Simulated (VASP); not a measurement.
Zn2Si3N3:

```xyz
8
Lattice="5.6000 0.0000 0.0000 -2.8000 4.8497 0.0000 0.0000 0.0000 3.7000" Properties=species:S:1:pos:R:3 pbc="T T T"
Zn    0.0000    3.2332    0.0000
Zn    2.8000    1.6166    0.0000
Si   -1.6797    2.9094    1.8500
Si    3.3594    0.0000    1.8500
Si    1.1203    1.9404    1.8500
N    -1.9597    3.3943    0.0000
N     3.9194    0.0000    0.0000
N     0.8403    1.4554    0.0000
```

* Program: VASP 6.6.1
* Task: relaxation of cell and atoms
* Functional: PBE
* Potentials or basis: VASP PAW PBE potentials, release 64 (Zn, Si, N)
* Cutoff: 600 eV
* k mesh: 4 × 4 × 4
* Occupations: gaussian, width 0.2 eV
* Spin: no spin polarisation

At the start: pressure 8.2 GPa; volume 12.56 Å³/atom.

Where does the relaxation end?

Over 31 steps the energy falls by 776.3 meV/atom and the volume is 13.20 Å³/atom (+5.1 %); space group P-62m (No. 189, to 0.1 Å) before and after.

The path:
```csv
step,energy change (eV),largest force (eV/Å),pressure (GPa),volume (Å³)
1,0.0000,1.5704,8.22,100.49
2,-1.2206,0.7884,0.36,109.85
3,-1.4741,0.4790,-2.04,117.93
4,-1.4767,0.5279,-1.95,117.05
5,-1.4882,0.1188,2.49,114.23
6,-1.5038,0.2443,0.48,115.43
7,-1.5267,0.2362,0.48,115.62
8,-1.5816,0.2107,0.56,116.14
9,-1.5171,0.4414,1.10,117.07
10,-1.5930,0.2830,0.58,116.37
11,-1.5941,0.3123,0.61,116.47
12,-1.6123,0.3166,0.35,117.52
13,-1.6352,0.3445,-0.55,120.71
14,-1.6647,0.3509,-0.03,120.97
15,-1.6930,0.4644,0.66,121.40
16,-1.7425,0.8201,1.62,122.19
17,-2.0421,1.3901,1.03,123.50
18,-3.7792,1.3198,-10.38,125.02
19,-3.6628,1.1808,-7.75,124.88
20,-3.7717,1.1501,-9.82,124.99
21,-4.2100,1.3471,-5.78,118.64
22,-4.4606,2.4578,1.57,110.71
23,-4.8781,2.3669,1.84,107.70
24,-5.8658,0.9334,6.59,99.01
25,-5.8497,1.0879,8.54,97.79
26,-5.8689,0.9797,7.10,98.64
27,-6.0882,1.0385,0.96,103.09
28,-6.0991,1.0530,-0.49,104.38
29,-6.1996,0.2899,-0.59,106.17
30,-6.2001,0.2174,-0.68,106.05
31,-6.2100,0.0770,0.19,105.61
```

Final structure:
```
Zn Si N
1.0
     6.50621    0.00000    0.00000
    -3.25310    5.63454    0.00000
     0.00000    0.00000    2.88085
Zn Si N
2 3 3
Direct
  0.33333 0.66667 0.00000
  0.66667 0.33333 0.00000
  0.00000 0.79063 0.50000
  0.79063 0.00000 0.50000
  0.20937 0.20937 0.50000
  0.00000 0.62627 0.00000
  0.62627 0.00000 0.00000
  0.37373 0.37373 0.00000
```

Caveat: the k points lie up to 0.55 Å⁻¹ apart in the final cell, too coarse for converged energies and pressures of a metal; a cell axis changed by over 15 % at a fixed basis, so the end point is rough; the relaxation stopped at a loose force limit of 0.08 eV/Å, so its end isn't a converged minimum.
